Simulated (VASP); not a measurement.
# TiO2 (Rutile) (P4_2/mnm) in VASP: further runs, part 2 of 2

VASP 6.6.1. Earlier steps stand in the parts before.

## Step 3: Single point, PBE

This run uses another cell than the first one, of 10.71 Å³/atom, 1.030 times its volume.

File INCAR:

```
  PREC = Accurate
  ENCUT = 520
  EDIFF = 1E-7
  ISMEAR = 0
  SIGMA = 0.05
  LREAL = F
  LASPH = T
  NELM = 100
  ALGO = Normal
  ISIF = 2
  LWAVE = F
  LCHARG = F
  GGA = PE
  NBANDS = 33
```

File KPOINTS:

```
Automatic mesh
0
Gamma
  4 4 6
```

File POSCAR:

```
TiO2
1.0
    4.6610830000      0.0000000000      0.0000000000
    0.0000000000      4.6610830000      0.0000000000
    0.0000000000      0.0000000000      2.9574000000
Ti O
2 4
Direct
    0.0000000000      0.0000000000      0.0000000000
    0.5000000000      0.5000000000      0.5000000000
    0.3049600000      0.3049600000      0.0000000000
    0.1950400000      0.8049600000      0.5000000000
    0.6950400000      0.6950400000      0.0000000000
    0.8049600000      0.1950400000      0.5000000000
```

Potentials or basis: VASP PAW PBE potentials, release 64 (Ti_sv, O).

Command:

```bash
> cat potpaw_PBE.64/Ti_sv/POTCAR potpaw_PBE.64/O/POTCAR > POTCAR
> mpirun -np 1 vasp_std > vasp.out
```

OUTCAR:

```text
PREC = Accurate
   ENCUT = 520
   EDIFF = 1E-7
   ISMEAR = 0
   LREAL = F
   LASPH = T
   NELM = 100
   ISIF = 2
   GGA = PE

 ion  position               nearest neighbor table
   1  0.000  0.000  0.000-   4 1.96   6 1.96   4 1.96   6 1.96   5 2.01   3 2.01
   2  0.500  0.500  0.500-   3 1.96   5 1.96   3 1.96   5 1.96   4 2.01   6 2.01
   3  0.305  0.305  0.000-   2 1.96   2 1.96   1 2.01
   4  0.195  0.805  0.500-   1 1.96   1 1.96   2 2.01
   5  0.695  0.695  0.000-   2 1.96   2 1.96   1 2.01
   6  0.805  0.195  0.500-   1 1.96   1 1.96   2 2.01

  LATTYP: Found a simple tetragonal cell.
[... 1069 lines left out ...]
  -------------------------------------------------------------------------------------
  Total       -0.3548599     -0.3548599      0.2777261      0.0000000      0.0000000      0.0000000
  in kB       -8.8487870     -8.8487870      6.9253782      0.0000000      0.0000000      0.0000000
  external PRESSURE =      -3.5907320 kB  Pullay stress =       0.0000000 kB

 VOLUME and BASIS-vectors are now :
 -----------------------------------------------------------------------------
  energy-cutoff  :      520.00
  volume of cell :       64.25
      direct lattice vectors                 reciprocal lattice vectors
     4.661083000  0.000000000  0.000000000     0.214542414  0.000000000  0.000000000
     0.000000000  4.661083000  0.000000000     0.000000000  0.214542414  0.000000000
     0.000000000  0.000000000  2.957400000     0.000000000  0.000000000  0.338134848

 POSITION                                       TOTAL-FORCE (eV/Angst)
 -----------------------------------------------------------------------------------
      0.00000      0.00000      0.00000        -0.000000     -0.000000     -0.000000
      2.33054      2.33054      1.47870        -0.000000     -0.000000     -0.000000
      1.42144      1.42144      0.00000         0.015225      0.015225      0.000000
      0.90910      3.75199      1.47870        -0.015225      0.015225     -0.000000
      3.23964      3.23964      0.00000        -0.015225     -0.015225     -0.000000
      3.75199      0.90910      1.47870         0.015225     -0.015225     -0.000000
 -----------------------------------------------------------------------------------
    total drift:                                0.000000      0.000000     -0.000000

  FREE ENERGIE OF THE ION-ELECTRON SYSTEM (eV)
  ---------------------------------------------------
  free  energy   TOTEN  =       -53.6745317487 eV

  energy  without entropy=      -53.6745317487  energy(sigma->0) =      -53.67453175
```

OSZICAR:

```text
N       E                     dE             d eps       ncg     rms          rms(c)
DAV:   1     0.655677430355E+03    0.65568E+03   -0.24173E+04  1584   0.171E+03
DAV:   2     0.309951929070E+02   -0.62468E+03   -0.57702E+03  1669   0.512E+02
DAV:   3    -0.661444371434E+02   -0.97140E+02   -0.95009E+02  2164   0.191E+02
DAV:   4    -0.711509502264E+02   -0.50065E+01   -0.49944E+01  2303   0.419E+01
DAV:   5    -0.713308341695E+02   -0.17988E+00   -0.17986E+00  2080   0.639E+00    0.306E+01
DAV:   6    -0.542166826799E+02    0.17114E+02   -0.77250E+01  2061   0.874E+01    0.117E+01
DAV:   7    -0.540330004085E+02    0.18368E+00   -0.14051E+01  2004   0.341E+01    0.903E+00
DAV:   8    -0.538937248774E+02    0.13928E+00   -0.46679E-01  1913   0.518E+00    0.730E+00
DAV:   9    -0.538767528731E+02    0.16972E-01   -0.16585E+00  2019   0.147E+01    0.407E+00
DAV:  10    -0.536813355168E+02    0.19542E+00   -0.80435E-01  2014   0.850E+00    0.792E-01
DAV:  11    -0.536762799804E+02    0.50555E-02   -0.33460E-02  1856   0.140E+00    0.492E-01
DAV:  12    -0.536752739798E+02    0.10060E-02   -0.63397E-03  1903   0.752E-01    0.225E-01
DAV:  13    -0.536745859950E+02    0.68798E-03   -0.14239E-03  2145   0.322E-01    0.768E-02
DAV:  14    -0.536745673274E+02    0.18668E-04   -0.12423E-04  1944   0.755E-02    0.511E-02
DAV:  15    -0.536745310423E+02    0.36285E-04   -0.12332E-04  2106   0.947E-02    0.579E-03
DAV:  16    -0.536745320657E+02   -0.10234E-05   -0.10161E-05  1882   0.238E-02    0.736E-03
DAV:  17    -0.536745317683E+02    0.29748E-06   -0.97341E-07  1946   0.116E-02    0.121E-03
DAV:  18    -0.536745317487E+02    0.19543E-07   -0.13483E-07  1192   0.356E-03
   1 F= -.53674532E+02 E0= -.53674532E+02  d E =-.424136E-20
```

Run time: 72 s. Hardware: 1 thread of Intel Xeon 6975P-C, shared host; peak memory 0.19 GiB.

Results:

```yaml
Free_energy: -53.6745 eV
Pressure: -0.4 GPa
Largest_force: 0.022 eV/Å
Band_gap_on_the_k_mesh: 1.83 eV, direct
```

Forces on the atoms (eV/Å):
```
Ti   0.000  0.000  0.000
Ti   0.000  0.000  0.000
O    0.015  0.015  0.000
O   -0.015  0.015  0.000
O   -0.015 -0.015  0.000
O    0.015 -0.015  0.000
```

Levels at points of the mesh, in eV from the valence-band top:
```
           k point  band 22  band 23  band 24  band 25  band 26  band 27
(0.00, 0.00, 0.00)    -0.43    -0.43     0.00     1.83     2.10     2.40
(0.50, 0.00, 0.00)    -1.51    -0.70    -0.70     2.46     2.46     2.94
(0.50, 0.50, 0.00)    -1.21    -1.04    -1.04     1.85     1.85     2.49
(0.00, 0.00, 0.50)    -2.18    -1.39    -1.39     2.87     2.87     3.18
(0.50, 0.00, 0.50)    -1.97    -0.97    -0.97     1.88     1.88     3.19
(0.50, 0.50, 0.50)    -1.19    -0.67    -0.67     2.53     2.53     3.13
```

## Step 4: Single point, PBE

This run uses another cell than the first one, of 11.03 Å³/atom, 1.061 times its volume.

File INCAR:

```
SYSTEM = TiO2
ALGO = Normal
EDIFF = 1E-7
ENCUT = 520
GGA = PE
ISIF = 2
ISMEAR = 0
LASPH = .TRUE.
LCHARG = .FALSE.
LREAL = .FALSE.
LWAVE = .FALSE.
NBANDS = 33
NELM = 60
PREC = Accurate
SIGMA = 0.05
```

File KPOINTS:

```
k-points
0
G
  4 4 6
  0 0 0
```

POSCAR, as its differences from that of step 3:

```diff
@@ -2,4 +2,4 @@
 1.0
-    4.6610830000      0.0000000000      0.0000000000
-    0.0000000000      4.6610830000      0.0000000000
+    4.7299660000      0.0000000000      0.0000000000
+    0.0000000000      4.7299660000      0.0000000000
     0.0000000000      0.0000000000      2.9574000000
```

Command:

```bash
> cat potpaw_PBE.64/Ti_sv/POTCAR potpaw_PBE.64/O/POTCAR > POTCAR
> mpirun -np 1 vasp_std > vasp.out
```

It used 47 s of CPU time on 1 thread of Intel Xeon 6975P-C (shared host).

It converged, with:

- Free energy: -53.6289 eV
- Pressure: -5.9 GPa
- Largest force: 0.192 eV/Å
- Band gap on the k mesh: 1.78 eV, direct

Forces on the atoms (eV/Å):
```
Ti   0.000  0.000  0.000
Ti   0.000  0.000  0.000
O    0.135  0.135  0.000
O   -0.135  0.135  0.000
O   -0.135 -0.135  0.000
O    0.135 -0.135  0.000
```

Stress tensor (GPa, compression positive):
```
-7.07  0.00  0.00
 0.00 -7.07  0.00
 0.00  0.00 -3.66
```

Levels at points of the mesh, in eV from the valence-band top:
```tsv
k point	band 22	band 23	band 24	band 25	band 26	band 27
(0.00, 0.00, 0.00)	-0.40	-0.40	0.00	1.78	2.02	2.41
(0.50, 0.00, 0.00)	-1.37	-0.65	-0.65	2.39	2.39	2.88
(0.50, 0.50, 0.00)	-1.10	-1.01	-1.01	1.80	1.80	2.48
(0.00, 0.00, 0.50)	-2.01	-1.35	-1.35	2.78	2.78	3.19
(0.50, 0.00, 0.50)	-1.89	-0.90	-0.90	1.86	1.86	3.20
(0.50, 0.50, 0.50)	-1.10	-0.65	-0.65	2.48	2.48	3.05
```

## Step 5: Overview

| cell | gap on the mesh (eV) | pressure (GPa) | largest force (eV/Å) |
| --- | --- | --- | --- |
| a = 4.592, b = 4.592, c = 2.957 Å, 6 atoms | 1.87 | 6.1 | 0.13 |
| a = 4.661, b = 4.661, c = 2.957 Å, 6 atoms | 1.83 | -0.4 | 0.02 |
| a = 4.730, b = 4.730, c = 2.957 Å, 6 atoms | 1.78 | -5.9 | 0.19 |

Alike in all rows: task single point; level PBE; potentials or basis VASP PAW PBE potentials, release 64 (Ti_sv, O); no spin polarisation; k mesh 4 × 4 × 6; cutoff (eV) 520; smearing gaussian 0.05 eV.

Total energies depend on the potentials used, so only differences within one code and one set of settings carry meaning.

## Step 6: How close it comes

Step 3. A measured gap of TiO2 is 3.03 eV (direct; 1.6 K; quoted in “Shallow Valence Band of Rutile GeO2 and P-type Doping”, 2020, arxiv:2011.08928); the calculated 1.83 eV misses it by -1.20 eV. 2 values of this kind are on record in papers (3.03 to 3.05 eV); this one was drawn at random among those near their median. The value is that of PBE on a finite k mesh, which can miss the band edges, without temperature or zero-point motion. Semilocal functionals fall short of measured gaps as a rule.
